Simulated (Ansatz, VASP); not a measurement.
**CsSrF3: VASP beside Ansatz**

The input INCAR:

```
SYSTEM = CsSrF3
ALGO     = Normal         ! electronic algorithm
EDIFF    = 1E-7           ! SCF threshold, eV
ENCUT    = 520            ! plane-wave cutoff, eV
ISIF     = 2              ! what is computed and relaxed
ISMEAR   = 0              ! smearing method
LASPH    = .True.         ! aspherical terms in the spheres
LCHARG   = .False.        ! write CHGCAR
LREAL    = .False.        ! projectors in reciprocal space
LWAVE    = .False.        ! write WAVECAR
NBANDS   = 28             ! bands
NELM     = 60             ! most SCF steps
PREC     = Accurate       ! precision mode
SIGMA    = 0.05           ! smearing width, eV
```

KPOINTS

```
k-points
0
Gamma
  6 6 6
  0 0 0
```

File POSCAR:

```
CsSrF3
1.0
    4.7632470100      0.0000000000      0.0000000000
    0.0000000000      4.7632470100      0.0000000000
    0.0000000000      0.0000000000      4.6203495997
Cs Sr F
1 1 3
Direct
    0.0000000000      0.0000000000      0.0000000000
    0.5000000000      0.5000000000      0.5000000000
    0.0000000000      0.5000000000      0.5000000000
    0.5000000000      0.0000000000      0.5000000000
    0.5000000000      0.5000000000      0.0000000000
```

Input for Ansatz:

```yaml
crystal:
  lattice:
    - [4.76324701, 0.0, 0.0]
    - [0.0, 4.76324701, 0.0]
    - [0.0, 0.0, 4.6203495997]
  atoms:
    - { symbol: Cs, position: [0.0, 0.0, 0.0] }
    - { symbol: Sr, position: [0.5, 0.5, 0.5] }
    - { symbol: F, position: [0.0, 0.5, 0.5] }
    - { symbol: F, position: [0.5, 0.0, 0.5] }
    - { symbol: F, position: [0.5, 0.5, 0.0] }
basis:
  ecutwfc: 420
kpoints:
  mp_grid: { grid: [6, 6, 6] }
hamiltonian:
  xc: lda
scf:
  occupations: { method: gaussian, width: 0.05 }
output:
  forces: true
  stress: true
  eigenvalues: true
```

Change from the starting cell: strain +0.000 along x and y, -0.030 along z, atoms carried along.

Alike in both runs: task single point; functional LDA; k mesh 6 × 6 × 6; occupations gaussian, width 0.05 eV; no spin polarisation.

```csv
,VASP,Ansatz
version,VASP 6.6.1,Ansatz 0.2.0
potentials or method,"VASP PAW LDA potentials, release 64 (Cs_sv, Sr_sv, F), cutoff 520 eV","scalar-relativistic, plane waves, PAW"
valence electrons in the cell,40,40
```

|  | VASP | Ansatz | Ansatz less VASP |
| --- | --- | --- | --- |
| gap on the k mesh at the Fermi level (eV) | 6.09 | 6.12 | +0.029 |
| least direct gap on the mesh (eV) | 6.09 | 6.12 | +0.029 |
| pressure (GPa) | -1.7 | -2.0 | -0.30 |
| traceless stress, the component that is largest in VASP (GPa) | 1.84 | 1.75 | -0.096 |

LDA's correlation is that of Perdew and Zunger in VASP and of Perdew and Wang (1992) in Ansatz.

Spin-orbit coupling is off throughout.
